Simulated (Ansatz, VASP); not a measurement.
# Co in VASP and in Ansatz

```
CELL_PARAMETERS angstrom
2.43907 0.00000 0.00000
0.00000 2.43907 0.00000
0.00000 0.00000 2.43907
ATOMIC_POSITIONS crystal
Co 0.00000 0.00000 0.00000
```

Alike in both runs: task single point; functional BLYP; k mesh 15 × 15 × 15; occupations fermi-dirac, width 0.05 eV; collinear spin.

|  | VASP | Ansatz |
| --- | --- | --- |
| version | VASP 6.6.1 | Ansatz 0.2.0 |
| potentials or method | VASP PAW PBE potentials, release 64 (Co), cutoff 520 eV | plane waves (420 eV) with PAW, scalar-relativistic |
| valence electrons in the cell | 9 | 17 |

Ansatz gave:

- pressure (GPa): -8.6
- net moment per atom (μB): 1.90
- size of the moment on the site where the two differ most (μB): 1.93

**Question.** Estimate VASP's values.

**Answer.** Pressure (GPa): -8.9; net moment per atom (μB): 1.88; size of the moment on the site where the two differ most (μB): 1.89.

VASP's potentials were made for PBE, not for BLYP. Site moments also hang on the region over which each program counts them. The functional is the same, so the differences come from potentials, cutoffs and numerics. VASP's potentials hold 9 valence electrons a cell and Ansatz's 17, so a difference there can come from the potentials and not from the codes.
